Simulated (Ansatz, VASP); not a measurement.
# Sr: VASP beside Ansatz

```
Sr
1.0
     3.59987    0.00000    0.00000
    -1.79994    3.11758    0.00000
     0.00000    0.00000   11.78795
Sr
4
Direct
  0.00000 0.00000 0.00000
  0.00000 0.00000 0.50000
  0.33333 0.66667 0.25000
  0.66667 0.33333 0.75000
```

Change from the starting cell: volume scaled by 0.6, PAW files.

Alike in both runs: task single point; functional PBE; k mesh 9 × 9 × 3; occupations fermi-dirac, width 0.08 eV; no spin polarisation.

```csv
,VASP,Ansatz
version,VASP 6.6.1,Ansatz 0.2.0
potentials or method,"VASP PAW PBE potentials, release 64 (Sr_sv)","PAW with Ansatz's default frozen-core files, scalar-relativistic"
plane-wave cutoff (eV),520,420
valence electrons in the cell,40,40
```

```tsv
	VASP	Ansatz	Ansatz less VASP
pressure (GPa)	12.9	12.8	-0.08
traceless stress, the component that is largest in VASP (GPa)	0.08	0.09	+0.004
```

The functional is the same, so the differences come from potentials, cutoffs and numerics.
